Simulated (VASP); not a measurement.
# GaP (I-4m2) in VASP: a series of runs

Aim: see how the results for GaP move with the level of theory and the settings. Levels: PBE, r2SCAN. Tasks: single point.

Program: VASP 6.6.1. These are calculated values, not measurements. Logs are shortened: lines on timing, memory, paths and dates and some standing lists are left out, and cuts for length are marked.

**1. The cell of the first run**

It takes space group I-4m2 (No. 119, tetragonal). The conventional cell has a = 3.854 Å, b = 3.854 Å, c = 5.403 Å, α = 90.00°, β = 90.00°, γ = 90.00°. Ga (site symmetry -4m2) has 4 P at 2.35 Å within 3.1 Å. P (site symmetry -4m2) has 4 Ga at 2.35 Å within 3.1 Å.

**2. Single point, PBE (uniaxial x strain -0.9%)**

Input file INCAR:

```
  ALGO = Normal
  EDIFF = 1E-7
  ENCUT = 520
  GGA = PE
  ISIF = 2
  ISMEAR = -1
  LASPH = True
  LCHARG = True
  LELF = True
  LREAL = False
  LVHAR = True
  LWAVE = False
  NBANDS = 16
  NELM = 100
  PREC = Accurate
  SIGMA = 0.02
```

Input file KPOINTS:

```
k-points
0
Gamma
  8 8 8
```

Input file POSCAR:

```
GaP
1.0
    0.0000000000      2.7253992947      2.7253992947
    2.7016883208      0.0000000000      2.7253992947
    2.7016883208      2.7253992947      0.0000000000
Ga P
1 1
Direct
    0.0000000000      0.0000000000      0.0000000000
    0.2500000000      0.2500000000      0.2500000000
```

Potentials or basis: VASP PAW PBE potentials, release 64 (Ga_d, P).

Command:

```console
cat potpaw_PBE.64/Ga_d/POTCAR potpaw_PBE.64/P/POTCAR > POTCAR
mpirun -np 1 vasp_std > vasp.out
```

OUTCAR:

```text
EDIFF = 1E-7
   ENCUT = 520
   GGA = PE
   ISIF = 2
   ISMEAR = -1
   LASPH = True
   LREAL = False
   NELM = 100
   PREC = Accurate

 ion  position               nearest neighbor table
   1  0.000  0.000  0.000-   2 2.35   2 2.35   2 2.35   2 2.35
   2  0.250  0.250  0.250-   1 2.35   1 2.35   1 2.35   1 2.35

  LATTYP: Found a body centered tetragonal cell.
 ALAT       =     3.8542966454
 C/A-ratio  =     1.4019099044

  Lattice vectors:

 A1 = (  -2.7016883208,   0.0000000000,  -2.7253992947)
 A2 = (  -2.7016883208,   0.0000000000,   2.7253992947)
 A3 = (   2.7016883208,   2.7253992947,   0.0000000000)

Analysis of symmetry for initial positions (statically):
=====================================================================
 Subroutine PRICEL returns:
 Original cell was already a primitive cell.

 Routine SETGRP: Setting up the symmetry group for a
 body centered tetragonal supercell.

 Subroutine GETGRP returns: Found  8 space group operations
 (whereof  8 operations were pure point group operations)
 out of a pool of 16 trial point group operations.

The static configuration has the point symmetry D_2d.

Analysis of symmetry for dynamics (positions and initial velocities):
=====================================================================
 Subroutine PRICEL returns:
 Original cell was already a primitive cell.

 Routine SETGRP: Setting up the symmetry group for a
 body centered tetragonal supercell.

 Subroutine GETGRP returns: Found  8 space group operations
 (whereof  8 operations were pure point group operations)
 out of a pool of 16 trial point group operations.

The dynamic configuration has the point symmetry D_2d.

 Subroutine INISYM returns: Found  8 space group operations
 (whereof  8 operations are pure point group operations),
 and found     1 'primitive' translations

----------------------------------------------------------------------------------------

                                     Primitive cell

  volume of cell :      40.1352

  direct lattice vectors                    reciprocal lattice vectors
     0.000000000  2.725399295  2.725399295    -0.185069461  0.183459356  0.183459356
     2.701688321  0.000000000  2.725399295     0.185069461 -0.183459356  0.183459356
     2.701688321  2.725399295  0.000000000     0.185069461  0.183459356 -0.183459356

  length of vectors
     3.854296645  3.837567081  3.837567081     0.318693232  0.318693232  0.318693232

  position of ions in fractional coordinates (direct lattice)
     0.000000000  0.000000000  0.000000000
     0.250000000  0.250000000  0.250000000

  ion indices of the primitive-cell ions
   primitive index   ion index
                 1           1
                 2           2

----------------------------------------------------------------------------------------

 KPOINTS: k-points

Automatic generation of k-mesh.
 Grid dimensions read from file:
 generate k-points for:    8    8    8

 Generating k-lattice:

  Cartesian coordinates                     Fractional coordinates (reciprocal lattice)
    -0.023133683  0.022932420  0.022932420     0.125000000  0.000000000  0.000000000
     0.023133683 -0.022932420  0.022932420     0.000000000  0.125000000  0.000000000
     0.023133683  0.022932420 -0.022932420     0.000000000  0.000000000  0.125000000

  Length of vectors
     0.039836654  0.039836654  0.039836654

  Shift w.r.t. Gamma in fractional coordinates (k-lattice)
     0.000000000  0.000000000  0.000000000

 Subroutine IBZKPT returns following result:
 ===========================================

 Found     59 irreducible k-points:

 Following reciprocal coordinates:
            Coordinates               Weight
  0.000000  0.000000  0.000000      1.000000
  0.125000  0.000000  0.000000      8.000000
  0.250000  0.000000  0.000000      8.000000
  0.375000  0.000000  0.000000      8.000000
  0.500000  0.000000  0.000000      4.000000
  0.125000  0.125000  0.000000      4.000000
[... 16 lines left out ...]
  0.250000  0.125000  0.125000      4.000000
  0.375000  0.125000  0.125000      8.000000
 [... further k-points ...]
   k-points           NKPTS =     59   k-points in BZ     NKDIM =     59   number of bands    NBANDS=     16
   number of dos      NEDOS =    301   number of ions     NIONS =      2
   total plane-waves  NPLWV =  27000
   dimension x,y,z NGX =    30 NGY =   30 NGZ =   30
   dimension x,y,z NGXF=    60 NGYF=   60 NGZF=   60
   ions per type =               1   1
   NGX,Y,Z   is equivalent  to a cutoff of  12.94, 13.00, 13.00 a.u.
   NGXF,Y,Z  is equivalent  to a cutoff of  25.88, 25.99, 25.99 a.u.
 SYSTEM =  unknown system
   PREC   = accura    normal or accurate (medium, high low for compatibility)
   ISTART =      0    job   : 0-new  1-cont  2-samecut
   ICHARG =      2    charge: 1-file 2-atom 10-const
   ISPIN  =      1    spin polarized calculation?
   LNONCOLLINEAR =      F non collinear calculations
   LSORBIT =      F    spin-orbit coupling
   LASPH  =      T    aspherical Exc in radial PAW
   ENCUT  =  520.0 eV  38.22 Ry    6.18 a.u.   7.17  7.14  7.14*2*pi/ulx,y,z
   NELM   =    100;   NELMIN=  2; NELMDL= -5     # of ELM steps
   EDIFF  = 0.1E-06   stopping-criterion for ELM
   LREAL  =      F    real-space projection
   EDIFFG = 0.1E-05   stopping-criterion for IOM
   NSW    =      0    number of steps for IOM
   IBRION =     -1    ionic relax: 0-MD 1-quasi-New 2-CG
   NFREE  =      0    steps in history (QN), initial steepest desc. (CG)
   ISIF   =      2    stress and relaxation
   ISYM   =      2    0-nonsym 1-usesym 2-fastsym
   POTIM  = 0.5000    time-step for ionic-motion
   TEBEG  =    0.0;   TEEND  =   0.0 temperature during run
   PSTRESS=    0.0 pullay stress
   NELECT =      18.0000    total number of electrons
   NUPDOWN=      -1.0000    fix difference up-down
   EMIN   =  10.00;   EMAX   =-10.00  energy-range for DOS
   EFERMI =   0.00;   METHOD = LEGACY
   ISMEAR =    -1;   SIGMA  =   0.02  broadening in eV -4-tet -1-fermi 0-gaus
   EFERMI_NEDOS =   21; number of points for ismear=-14 and -15
   IALGO  =     38    algorithm
   IMIX   =      4    mixing-type and parameters
     AMIX     =   0.40;   BMIX     =  1.00
     AMIX_MAG =   1.60;   BMIX_MAG =  1.00
  volume/ion in A,a.u.               =      20.07       135.42
  Fermi-wavevector in a.u.,A,eV,Ry     =   1.253114  2.368042 21.365148  1.570294
  Thomas-Fermi vector in A             =   2.386982
   LORBIT       =      0    0 simple, 1 ext, 2 COOP (PROOUT), +10 PAW based schemes
   GGA     = PE    functional components
[... 5 lines left out ...]
 non-spin polarized calculation
  energy-cutoff  :      520.00
  volume of cell :       40.14
 maximum number of plane-waves:      1098
 NGX is ok and might be reduce to    30
   NGX = 15   NGY = 15   NGZ = 15

 number of electron      17.9999988 magnetization

 Free energy of the ion-electron system (eV)
  ---------------------------------------------------
  ext. energy  EPLUGINS =         0.00000000
  ---------------------------------------------------
  free energy    TOTEN  =        -9.10946631 eV

  energy without entropy =       -9.10946631  energy(sigma->0) =       -9.10946631

 E-fermi :   5.1318     XC(G=0):  -9.8720

 val. band max:        4.7729138222   @ k =   0.0000   0.0000   0.0000
 cond. band min:       6.3157277761   @ k =   0.0000   0.3750   0.3750
 fundamental gap:      1.5428139539
 Fermi energy:         5.1317670809

 k-point     1 :       0.0000    0.0000    0.0000
  band No.  band energies     occupation
      1      -9.8265      2.00000
      2      -9.8265      2.00000
      3      -9.8238      2.00000
      4      -9.7240      2.00000
      5      -9.7226      2.00000
      6      -7.8159      2.00000
[... 8 lines left out ...]
     15      14.4604      0.00000
     16      14.6179      0.00000

 k-point     2 :       0.1250    0.0000    0.0000
  band No.  band energies     occupation
      1      -9.8400      2.00000
      2      -9.8216      2.00000
      3      -9.8199      2.00000
      4      -9.7241      2.00000
      5      -9.7226      2.00000
      6      -7.6111      2.00000
[... 8 lines left out ...]
     15      13.9689      0.00000
     16      14.4861      0.00000

 k-point     3 :       0.2500    0.0000    0.0000
  band No.  band energies     occupation
      1      -9.8712      2.00000
      2      -9.8113      2.00000
      3      -9.8096      2.00000
      4      -9.7230      2.00000
      5      -9.7210      2.00000
      6      -7.0309      2.00000
[... 8 lines left out ...]
     15      13.7484      0.00000
     16      14.6973      0.00000

 k-point     4 :       0.3750    0.0000    0.0000
  band No.  band energies     occupation
      1      -9.8992      2.00000
      2      -9.8034      2.00000
      3      -9.8018      2.00000
      4      -9.7194      2.00000
      5      -9.7168      2.00000
      6      -6.2204      2.00000
[... 8 lines left out ...]
     15      14.9317      0.00000
     16      14.9579      0.00000
[... 324 lines left out ...]
 k-point    22 :       0.0000    0.1250    0.1250
  band No.  band energies     occupation
      1      -9.8475      2.00000
      2      -9.8170      2.00000
      3      -9.8170      2.00000
      4      -9.7284      2.00000
      5      -9.7192      2.00000
      6      -7.5404      2.00000
[... 8 lines left out ...]
     15      14.7097      0.00000
     16      14.8794      0.00000

 k-point    23 :       0.2500    0.1250    0.1250
  band No.  band energies     occupation
      1      -9.8605      2.00000
      2      -9.8160      2.00000
      3      -9.8096      2.00000
      4      -9.7254      2.00000
      5      -9.7213      2.00000
      6      -7.2832      2.00000
[... 8 lines left out ...]
     15      14.1898      0.00000
     16      15.6354      0.00000

 k-point    24 :       0.3750    0.1250    0.1250
  band No.  band energies     occupation
      1      -9.8873      2.00000
      2      -9.8049      2.00000
      3      -9.8013      2.00000
      4      -9.7245      2.00000
      5      -9.7196      2.00000
      6      -6.6142      2.00000
[... 8 lines left out ...]
     15      15.3220      0.00000
     16      16.0708      0.00000

 [... further k-points ...]

------------------------ aborting loop because EDIFF is reached ----------------------------------------

  FORCE on cell =-STRESS in cart. coord.  units (eV):
  Direction    XX          YY          ZZ          XY          YZ          ZX
  --------------------------------------------------------------------------------------
  -------------------------------------------------------------------------------------
  Total        0.9174674      0.7594007      0.7594007      0.0000000      0.0000000     -0.0000000
  in kB       36.6248382     30.3148948     30.3148948      0.0000000      0.0000000     -0.0000000
  external PRESSURE =      32.4182092 kB  Pullay stress =       0.0000000 kB

 VOLUME and BASIS-vectors are now :
 -----------------------------------------------------------------------------
  energy-cutoff  :      520.00
  volume of cell :       40.14
      direct lattice vectors                 reciprocal lattice vectors
     0.000000000  2.725399295  2.725399295    -0.185069461  0.183459356  0.183459356
     2.701688321  0.000000000  2.725399295     0.185069461 -0.183459356  0.183459356
     2.701688321  2.725399295  0.000000000     0.185069461  0.183459356 -0.183459356

 POSITION                                       TOTAL-FORCE (eV/Angst)
 -----------------------------------------------------------------------------------
      0.00000      0.00000      0.00000        -0.000000     -0.000000     -0.000000
      1.35084      1.36270      1.36270         0.000000      0.000000      0.000000
 -----------------------------------------------------------------------------------
    total drift:                                0.000001      0.000001      0.000001

  FREE ENERGIE OF THE ION-ELECTRON SYSTEM (eV)
  ---------------------------------------------------
  free  energy   TOTEN  =        -9.1094663051 eV

  energy  without entropy=       -9.1094663051  energy(sigma->0) =       -9.10946631
```

Wall time 20 s (1 thread of Intel Xeon 6975P-C (Granite Rapids), shared host); peak memory 0.18 GiB.

Results:

| Quantity | Value |
| --- | --- |
| Free energy | -9.1095 eV |
| Pressure | 3.2 GPa |
| Band gap on the k mesh | 1.54 eV, indirect (least direct gap 1.86 eV) |

Caveat: the cell differs from its parent crystal (uniaxial x strain -0.9%).

**3. Single point, PBE (uniaxial z strain -0.7%)**

Input file INCAR:

```
SYSTEM = GaP
PREC = Accurate
ENCUT = 520
EDIFF = 1E-6
ISMEAR = -1
SIGMA = 0.02
LREAL = .False.
LASPH = .True.
NELM = 80
ALGO = Normal
ISIF = 2
LWAVE = .False.
LCHARG = .False.
GGA = PE
NBANDS = 16
```

Input file KPOINTS:

```
Automatic mesh
0
Gamma
  8 8 8
  0 0 0
```

Input file POSCAR:

```
GaP
1.0
    0.0000000000      2.7253992947      2.7076841993
    2.7253992947      0.0000000000      2.7076841993
    2.7253992947      2.7253992947      0.0000000000
Ga P
1 1
Direct
    0.0000000000      0.0000000000      0.0000000000
    0.2500000000      0.2500000000      0.2500000000
```

Potentials or basis: VASP PAW PBE potentials, release 64 (Ga_d, P).

Command:

```console
cat potpaw_PBE.64/Ga_d/POTCAR potpaw_PBE.64/P/POTCAR > POTCAR
mpirun -np 1 vasp_std > vasp.out
```

OUTCAR:

```text
SYSTEM = GaP
   PREC = Accurate
   ENCUT = 520
   EDIFF = 1E-6
   ISMEAR = -1
   LREAL = .False.
   LASPH = .True.
   NELM = 80
   ISIF = 2
   GGA = PE

 ion  position               nearest neighbor table
   1  0.000  0.000  0.000-   2 2.36   2 2.36   2 2.36   2 2.36
   2  0.250  0.250  0.250-   1 2.36   1 2.36   1 2.36   1 2.36

  LATTYP: Found a body centered tetragonal cell.
 ALAT       =     3.8542966454
 C/A-ratio  =     1.4050211742

  Lattice vectors:

[... 640 lines left out ...]

 [... further k-points ...]

------------------------ aborting loop because EDIFF is reached ----------------------------------------

  FORCE on cell =-STRESS in cart. coord.  units (eV):
  Direction    XX          YY          ZZ          XY          YZ          ZX
  --------------------------------------------------------------------------------------
  -------------------------------------------------------------------------------------
  Total        0.7092791      0.7092791      0.8281664      0.0000000      0.0000000      0.0000000
  in kB       28.2513648     28.2513648     32.9867794      0.0000000      0.0000000      0.0000000
  external PRESSURE =      29.8298364 kB  Pullay stress =       0.0000000 kB

 VOLUME and BASIS-vectors are now :
 -----------------------------------------------------------------------------
  energy-cutoff  :      520.00
  volume of cell :       40.22
      direct lattice vectors                 reciprocal lattice vectors
     0.000000000  2.725399295  2.707684199    -0.183459356  0.183459356  0.184659644
     2.725399295  0.000000000  2.707684199     0.183459356 -0.183459356  0.184659644
     2.725399295  2.725399295  0.000000000     0.183459356  0.183459356 -0.184659644

 POSITION                                       TOTAL-FORCE (eV/Angst)
 -----------------------------------------------------------------------------------
      0.00000      0.00000      0.00000        -0.000000     -0.000000     -0.000000
      1.36270      1.36270      1.35384         0.000000      0.000000      0.000000
 -----------------------------------------------------------------------------------
    total drift:                                0.000002      0.000002      0.000001

  FREE ENERGIE OF THE ION-ELECTRON SYSTEM (eV)
  ---------------------------------------------------
  free  energy   TOTEN  =        -9.1114239401 eV

  energy  without entropy=       -9.1114239401  energy(sigma->0) =       -9.11142394
```

OSZICAR:

```text
N       E                     dE             d eps       ncg     rms          rms(c)
DAV:   1     0.815706038393E+02    0.81571E+02   -0.90678E+03  1944   0.160E+03
DAV:   2    -0.300110919881E+01   -0.84572E+02   -0.80376E+02  2152   0.315E+02
DAV:   3    -0.928183159835E+01   -0.62807E+01   -0.62595E+01  2352   0.660E+01
DAV:   4    -0.938072743259E+01   -0.98896E-01   -0.98879E-01  2408   0.897E+00
DAV:   5    -0.938271268567E+01   -0.19853E-02   -0.19851E-02  2360   0.111E+00    0.428E+00
DAV:   6    -0.913832565503E+01    0.24439E+00   -0.37753E-01  2912   0.106E+01    0.284E+00
DAV:   7    -0.911060005638E+01    0.27726E-01   -0.96548E-02  2528   0.210E+00    0.112E+00
DAV:   8    -0.911088636933E+01   -0.28631E-03   -0.13441E-02  2248   0.141E+00    0.203E-01
DAV:   9    -0.911128421960E+01   -0.39785E-03   -0.13231E-03  2408   0.497E-01    0.790E-02
DAV:  10    -0.911135429120E+01   -0.70072E-04   -0.11233E-04  2928   0.119E-01    0.381E-02
DAV:  11    -0.911142426032E+01   -0.69969E-04   -0.94762E-05  2232   0.797E-02    0.503E-03
DAV:  12    -0.911142394014E+01    0.32018E-06   -0.26116E-06  2272   0.208E-02
   1 F= -.91114239E+01 E0= -.91114239E+01  d E =-.279035E-12
```

stdout:

```text
POSCAR found type information on POSCAR GaP
 POSCAR found :  2 types and       2 ions
 scaLAPACK will be used
 LDA part: xc-table for (Slater+PW92), standard interpolation
 POSCAR, INCAR and KPOINTS ok, starting setup
 FFT: planning ... GRIDC
 FFT: planning ... GRID_SOFT
 FFT: planning ... GRID
 WAVECAR not read
 entering main loop
```

Run time: 16 s. Hardware: 1 thread of Intel Xeon 6975P-C (Granite Rapids), shared host; peak memory 0.18 GiB.

What came out:

| Item | Value |
| --- | --- |
| Free energy | -9.1114 eV |
| Pressure | 3.0 GPa |
| Band gap on the k mesh | 1.57 eV, indirect (least direct gap 1.85 eV) |

Stress tensor (GPa, compression positive):
```
2.83 0.00 0.00
0.00 2.83 0.00
0.00 0.00 3.30
```

Caveat: the cell differs from its parent crystal (uniaxial z strain -0.7%). A k mesh can miss the band edges.

[end of part 1 of 2]
